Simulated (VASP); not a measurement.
# Cs in VASP: further runs, part 2 of 3

VASP 6.6.1. The steps go on from the part before.

### Step 3. Single point, PBE

INCAR reads:

```
SYSTEM = Cs
ALGO = Normal ; DIPOL = 0.5 0.5 0.276
EDIFF = 1E-6 ; ENCUT = 520
GGA = PE ; IDIPOL = 3
ISIF = 2 ; ISMEAR = -1
LASPH = .True. ; LCHARG = .True.
LDIPOL = .True. ; LELF = .True.
LREAL = .False. ; LVACPOTAV = .True.
LVHAR = .True. ; LWAVE = .False.
NBANDS = 20 ; NELM = 60
PREC = Accurate ; SIGMA = 0.15
```

KPOINTS reads:

```
k-points
0
Gamma
  6 6 1
  0 0 0
```

POSCAR reads:

```
Cs
1.0
    9.3366607625      0.0000000000      0.0000000000
   -4.6683303812      8.0857854068      0.0000000000
    0.0000000000      0.0000000000     28.9657889728
Cs
3
Direct
    0.3333333333      0.6666666667      0.2782678744
    0.6666666667      0.3333333333      0.2741078961
    0.0000000000      1.0000000000      0.2761878852
```

Potentials or basis: VASP PAW PBE potentials, release 64 (Cs_sv).

Command:

```sh
$ cat potpaw_PBE.64/Cs_sv/POTCAR > POTCAR
$ mpirun -np 1 vasp_std > vasp.out
```

OUTCAR:

```text
SYSTEM = Cs
   EDIFF = 1E-6
   ENCUT = 520
   GGA = PE
   ISIF = 2
   ISMEAR = -1
   LASPH = .True.
   LREAL = .False.
   NELM = 60
   PREC = Accurate

 ion  position               nearest neighbor table
   1  0.333  0.667  0.278-
   2  0.667  0.333  0.274-
   3  0.000  0.000  0.276-

  LATTYP: Found a hexagonal cell.
 ALAT       =     9.3366607625
 C/A-ratio  =     3.1023713627

  Lattice vectors:

 A1 = (   9.3366607625,   0.0000000000,   0.0000000000)
 A2 = (  -4.6683303812,   8.0857854068,   0.0000000000)
 A3 = (   0.0000000000,   0.0000000000,  28.9657889728)

Analysis of symmetry for initial positions (statically):
=====================================================================
 Subroutine PRICEL returns:
 Original cell was already a primitive cell.

 Routine SETGRP: Setting up the symmetry group for a
 hexagonal supercell.

 Subroutine GETGRP returns: Found 12 space group operations
 (whereof  6 operations were pure point group operations)
 out of a pool of 24 trial point group operations.

The static configuration has the point symmetry C_3v.
 The point group associated with its full space group is D_3d.

Analysis of symmetry for dynamics (positions and initial velocities):
=====================================================================
 Subroutine PRICEL returns:
 Original cell was already a primitive cell.

 Routine SETGRP: Setting up the symmetry group for a
 hexagonal supercell.

 Subroutine GETGRP returns: Found 12 space group operations
 (whereof  6 operations were pure point group operations)
 out of a pool of 24 trial point group operations.

The dynamic configuration has the point symmetry C_3v.
 The point group associated with its full space group is D_3d.

 Subroutine INISYM returns: Found 12 space group operations
 (whereof  6 operations are pure point group operations),
 and found     1 'primitive' translations

----------------------------------------------------------------------------------------

                                     Primitive cell

  volume of cell :    2186.7501

  direct lattice vectors                    reciprocal lattice vectors
     9.336660762  0.000000000  0.000000000     0.107104673  0.061836912  0.000000000
    -4.668330381  8.085785407  0.000000000     0.000000000  0.123673824  0.000000000
     0.000000000  0.000000000 28.965788973     0.000000000  0.000000000  0.034523486

  length of vectors
     9.336660762  9.336660762 28.965788973     0.123673824  0.123673824  0.034523486

  position of ions in fractional coordinates (direct lattice)
     0.333333333  0.666666667  0.278267874
     0.666666667  0.333333333  0.274107896
     0.000000000  0.000000000  0.276187885

  ion indices of the primitive-cell ions
   primitive index   ion index
                 1           1
                 2           2
                 3           3

----------------------------------------------------------------------------------------

 KPOINTS: k-points

Automatic generation of k-mesh.
 Grid dimensions read from file:
 generate k-points for:    6    6    1

 Generating k-lattice:

  Cartesian coordinates                     Fractional coordinates (reciprocal lattice)
     0.017850779  0.010306152  0.000000000     0.166666667  0.000000000  0.000000000
     0.000000000  0.020612304  0.000000000     0.000000000  0.166666667  0.000000000
     0.000000000  0.000000000  0.034523486     0.000000000  0.000000000  1.000000000

  Length of vectors
     0.020612304  0.020612304  0.034523486

  Shift w.r.t. Gamma in fractional coordinates (k-lattice)
     0.000000000  0.000000000  0.000000000

 Subroutine IBZKPT returns following result:
 ===========================================

 Found      7 irreducible k-points:

 Following reciprocal coordinates:
            Coordinates               Weight
  0.000000  0.000000  0.000000      1.000000
  0.166667  0.000000  0.000000      6.000000
  0.333333 -0.000000  0.000000      6.000000
  0.500000 -0.000000  0.000000      3.000000
  0.166667  0.166667  0.000000      6.000000
  0.333333  0.166667  0.000000     12.000000
  0.333333  0.333333  0.000000      2.000000
   k-points           NKPTS =      7   k-points in BZ     NKDIM =      7   number of bands    NBANDS=     20
   number of dos      NEDOS =    301   number of ions     NIONS =      3
   total plane-waves  NPLWV = ******
   dimension x,y,z NGX =    70 NGY =   70 NGZ =  216
   dimension x,y,z NGXF=   140 NGYF=  140 NGZF=  432
   ions per type =               3
   NGX,Y,Z   is equivalent  to a cutoff of  12.46, 12.46, 12.40 a.u.
   NGXF,Y,Z  is equivalent  to a cutoff of  24.93, 24.93, 24.79 a.u.
 SYSTEM =  Cs
   PREC   = accura    normal or accurate (medium, high low for compatibility)
   ISTART =      0    job   : 0-new  1-cont  2-samecut
   ICHARG =      2    charge: 1-file 2-atom 10-const
   ISPIN  =      1    spin polarized calculation?
   LNONCOLLINEAR =      F non collinear calculations
   LSORBIT =      F    spin-orbit coupling
   LASPH  =      T    aspherical Exc in radial PAW
   ENCUT  =  520.0 eV  38.22 Ry    6.18 a.u.  17.36 17.36 53.86*2*pi/ulx,y,z
   NELM   =     60;   NELMIN=  2; NELMDL= -5     # of ELM steps
   EDIFF  = 0.1E-05   stopping-criterion for ELM
   LREAL  =      F    real-space projection
   EDIFFG = 0.1E-04   stopping-criterion for IOM
   NSW    =      0    number of steps for IOM
   IBRION =     -1    ionic relax: 0-MD 1-quasi-New 2-CG
   NFREE  =      0    steps in history (QN), initial steepest desc. (CG)
   ISIF   =      2    stress and relaxation
   ISYM   =      2    0-nonsym 1-usesym 2-fastsym
   POTIM  = 0.5000    time-step for ionic-motion
   TEBEG  =    0.0;   TEEND  =   0.0 temperature during run
   PSTRESS=    0.0 pullay stress
   NELECT =      27.0000    total number of electrons
   NUPDOWN=      -1.0000    fix difference up-down
   EMIN   =  10.00;   EMAX   =-10.00  energy-range for DOS
   EFERMI =   0.00;   METHOD = LEGACY
   ISMEAR =    -1;   SIGMA  =   0.15  broadening in eV -4-tet -1-fermi 0-gaus
   EFERMI_NEDOS =   21; number of points for ismear=-14 and -15
   IALGO  =     38    algorithm
   IMIX   =      4    mixing-type and parameters
     AMIX     =   0.40;   BMIX     =  1.00
     AMIX_MAG =   1.60;   BMIX_MAG =  1.00
  volume/ion in A,a.u.               =     728.92      4918.97
  Fermi-wavevector in a.u.,A,eV,Ry     =   0.378381  0.715037  1.947979  0.143172
  Thomas-Fermi vector in A             =   1.311652
   LORBIT       =      0    0 simple, 1 ext, 2 COOP (PROOUT), +10 PAW based schemes
   GGA     = PE    functional components
   LHFCALC =     F    Hartree Fock is set to
   AEXX    =    0.0000 exact exchange contribution
   IVDW    =     0    specifies the selected vdW correction
   LEPSILON=     F    determine dielectric tensor
   LRPA    =     F    only Hartree local field effects (RPA)
 non-spin polarized calculation
  energy-cutoff  :      520.00
  volume of cell :     2186.75
 maximum number of plane-waves:     58918
 NGX is ok and might be reduce to    70
   NGX = 35   NGY = 35   NGZ =107

 dipolmoment           0.000000      0.000000     -0.000014 electrons x Angstroem

 number of electron      26.9999999 magnetization

 dipolmoment           0.000000      0.000000      0.000001 electrons x Angstroem

 Free energy of the ion-electron system (eV)
  ---------------------------------------------------
  ext. energy  EPLUGINS =         0.00000000
  ---------------------------------------------------
  free energy    TOTEN  =        -2.09158136 eV

  energy without entropy =       -1.83685336  energy(sigma->0) =       -1.96421736

 E-fermi :  -1.6954     XC(G=0):  -1.2843

 val. band max:       -1.7877903374   @ k =   0.3333   0.1667   0.0000
 cond. band min:      -1.5612242964   @ k =   0.3333  -0.0000   0.0000
 fundamental gap:      0.2265660411
 Fermi energy:        -1.6953984914

 k-point     1 :       0.0000    0.0000    0.0000
  band No.  band energies     occupation
      1     -25.8294      2.00000
      2     -25.8241      2.00000
      3     -25.8240      2.00000
      4     -12.6761      2.00000
      5     -12.6587      2.00000
      6     -12.6586      2.00000
[... 150 lines left out ...]
     19      -0.3470      0.00025
     20      -0.3468      0.00025

------------------------ aborting loop because EDIFF is reached ----------------------------------------

 vacuum level on the upper side and lower side of the slab       (xc-potential included)        -0.131        -0.128

  FORCE on cell =-STRESS in cart. coord.  units (eV):
  Direction    XX          YY          ZZ          XY          YZ          ZX
  --------------------------------------------------------------------------------------
  -------------------------------------------------------------------------------------
  Total        0.0204565      0.0204565     -0.0158650      0.0000000      0.0000000      0.0000000
  in kB        0.0149880      0.0149880     -0.0116239      0.0000000      0.0000000      0.0000000
  external PRESSURE =       0.0061174 kB  Pullay stress =       0.0000000 kB

 VOLUME and BASIS-vectors are now :
 -----------------------------------------------------------------------------
  energy-cutoff  :      520.00
  volume of cell :     2186.75
      direct lattice vectors                 reciprocal lattice vectors
     9.336660762  0.000000000  0.000000000     0.107104673  0.061836912  0.000000000
    -4.668330381  8.085785407  0.000000000     0.000000000  0.123673824  0.000000000
     0.000000000  0.000000000 28.965788973     0.000000000  0.000000000  0.034523486

 POSITION                                       TOTAL-FORCE (eV/Angst)
 -----------------------------------------------------------------------------------
     -0.00000      5.39052      8.06025         0.000000     -0.000000     -0.000600
      4.66833      2.69526      7.93975        -0.000000      0.000000      0.000600
      0.00000      0.00000      8.00000        -0.000000      0.000000      0.000000
 -----------------------------------------------------------------------------------
    total drift:                                0.000000     -0.000000     -0.000017

  FREE ENERGIE OF THE ION-ELECTRON SYSTEM (eV)
  ---------------------------------------------------
  free  energy   TOTEN  =        -2.0915813642 eV

  energy  without entropy=       -1.8368533594  energy(sigma->0) =       -1.96421736

 vacuum level on the upper side and lower side of the slab         0.465         0.465
```

OSZICAR:

```text
N       E                     dE             d eps       ncg     rms          rms(c)
DAV:   1     0.222669596199E+03    0.22267E+03   -0.64317E+03   360   0.725E+02
DAV:   2     0.599114141007E+02   -0.16276E+03   -0.16087E+03   448   0.125E+02
DAV:   3     0.131706264844E+01   -0.58594E+02   -0.58419E+02   344   0.733E+01
[... 13 lines left out ...]
DAV:  17    -0.209156910030E+01   -0.15884E-04   -0.13260E-06   256   0.242E-03    0.277E-04
DAV:  18    -0.209157483457E+01   -0.57343E-05   -0.21805E-07   276   0.767E-04    0.169E-04
DAV:  19    -0.209157985369E+01   -0.50191E-05   -0.11100E-07   244   0.598E-04    0.989E-05
DAV:  20    -0.209158094829E+01   -0.10946E-05    0.86299E-09   252   0.245E-04    0.501E-05
DAV:  21    -0.209158136415E+01   -0.41586E-06    0.38915E-08   224   0.177E-04
   1 F= -.20915814E+01 E0= -.19642174E+01  d E =-.254728E+00
```

It took 7.5 min on 1 thread of AMD EPYC 9R45 (Zen 5), shared host; peak memory 1.6 GiB.

What came out:

| Item | Value |
| --- | --- |
| Free energy | -2.0916 eV |
| Band gap on the k mesh | zero (an odd number of electrons rules out a gap without spin polarisation) |
| Work function of the upper face | 2.16 eV |
| Work function of the lower face | 2.16 eV |

Caveat: spin-orbit coupling is left out, which moves the levels of the heavy elements.

(Continued in part 3 of 3.)
